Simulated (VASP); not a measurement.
A run of VASP 6.6.1:

Contents of INCAR:

```
SYSTEM = H6C2O
PREC     = Accurate       ! precision mode
ENCUT    = 520            ! plane-wave cutoff, eV
EDIFF    = 1E-6           ! SCF threshold, eV
ISMEAR   = -1             ! smearing method
SIGMA    = 0.05           ! smearing width, eV
LREAL    = Auto         
LASPH    = .TRUE.         ! aspherical terms in the spheres
NELM     = 120            ! most SCF steps
ALGO     = Normal         ! electronic algorithm
ISIF     = 2              ! what is computed and relaxed
LWAVE    = .FALSE.        ! write WAVECAR
LCHARG   = .FALSE.        ! write CHGCAR
GGA      = PE             ! functional
IVDW     = 12             ! dispersion correction
NBANDS   = 64             ! bands
GGA_COMPAT= .FALSE.
```

The input KPOINTS:

```
regular mesh
0
G
  1 1 1
  0 0 0
```

POSCAR

```
H6C2O
1.0
    7.9602190000      0.0000000000      0.0000000000
    0.0000000000      7.9602190000      0.0000000000
    0.0000000000      0.0000000000      7.9602190000
C O H
8 4 24
Direct
    0.3508194938      0.6251586797      0.6968149997
    0.2880322765      0.6279977975      0.8810310370
    0.0115951584      0.9703250627      0.1685003892
    0.0111177846      1.0378483306      0.3504300573
    1.0384387666      0.4756276178      0.1773443670
    0.8485947434      0.4867579648      0.1573072299
    0.5364174026      0.0761913711      0.7749284285
    0.3639723982      0.1482999400      0.7840613430
    0.3881300251      0.5110537788      0.9696341269
    0.0042461143      0.9129020194      0.4840444716
    0.7602429029      0.3235840622      0.1498702485
    0.2446163856      0.0183537664      0.7491376808
    0.3469502535      0.4874237757      1.0790406646
    0.3037353621      0.7599288412      0.9420092588
    0.1557871712      0.6010889901      0.8857419626
    0.3135592124      0.7454317526      0.6275078613
    0.4923859507      0.6173950742      0.6907724524
    0.3007454946      0.5083025982      0.6361634020
    0.1040926135      0.9189571292      0.5511406156
    0.1263030577      1.1158863845      0.3716731914
   -0.0859398466      1.1310618464      0.3741103103
   -0.0439937645      1.0711639969      0.0948215118
    0.1452849476      0.9494588026      0.1318431063
   -0.0732266286      0.8620868345      0.1664778318
    0.6661374517      0.3615478418      0.0806761724
    0.8002041150      0.5639543334      0.2695780104
    0.8172262597      0.5641930203      0.0393959010
    1.0828219676      0.6038276083      0.2008361830
    1.0687896903      0.4234682488      0.3022781157
    1.1000199869      0.3959564429      0.0852112235
    0.1846305987     -0.0060802347      0.8528534202
    0.3284206125      0.2106977208      0.9044851655
    0.3370510284      0.2486489379      0.6903704534
    0.6150333301      0.1855350965      0.8317359108
    0.5563666025     -0.0282404291      0.8535317935
    0.5857502162      0.0421973315      0.6580974719
```

Potentials or basis: VASP PAW PBE potentials, release 64 (C, O, H).

Run with:

```sh
$ cat potpaw_PBE.64/C/POTCAR potpaw_PBE.64/O/POTCAR potpaw_PBE.64/H/POTCAR > POTCAR
$ mpirun -np 1 vasp_gam > vasp.out
```

Hardware: 1 thread of Intel Xeon 8259CL (shared host).

Task: Estimate the wall time of this run.

Result: Wall time 2.5 min on 1 thread of Intel Xeon 8259CL, with other jobs on the host, peak memory 0.44 GiB. Counts: scf iterations 18, k points 1.
